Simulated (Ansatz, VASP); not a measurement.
# Two plane-wave programs on CuAu

```xyz
2
Lattice="2.8107 0.0000 0.0000 0.0000 2.8107 0.0000 0.0000 0.0000 3.6850" Properties=species:S:1:pos:R:3 pbc="T T T"
Au    0.0000    0.0000    0.0000
Cu    1.4054    1.4054    1.8425
```

Alike in both runs: functional PBEsol-based screened hybrid with a share of 0.25 of exact exchange and HFSCREEN = 0.207; k mesh 5 × 5 × 4; occupations fermi-dirac, width 0.05 eV; no spin polarisation.

|  | VASP | Ansatz |
| --- | --- | --- |
| version | VASP 6.6.1 | Ansatz 0.2.0 |
| potentials or method | VASP PAW PBE potentials, release 64 (Au, Cu) | Ansatz PAW |
| plane-wave cutoff (eV) | 520 | 420 |
| valence electrons in the cell | 22 | 38 |
| task | single point | band structure |

```csv
,VASP,Ansatz,Ansatz less VASP
gap on the k mesh at the Fermi level (eV),none,none,-
pressure (GPa),-3.6,-3.7,-0.07
"traceless stress, the component that is largest in VASP (GPa)",-0.15,-0.19,-0.037
```

VASP's potentials were made for PBE, not for PBEsol-based screened hybrid. A gap of «none» marks a metal or a gap that the smearing closes. VASP's potentials hold 22 valence electrons a cell and Ansatz's 38, so a difference there can come from the potentials and not from the codes.

The k mesh is coarse, so the values compare programs but aren't converged. Neither program's run includes spin-orbit coupling.
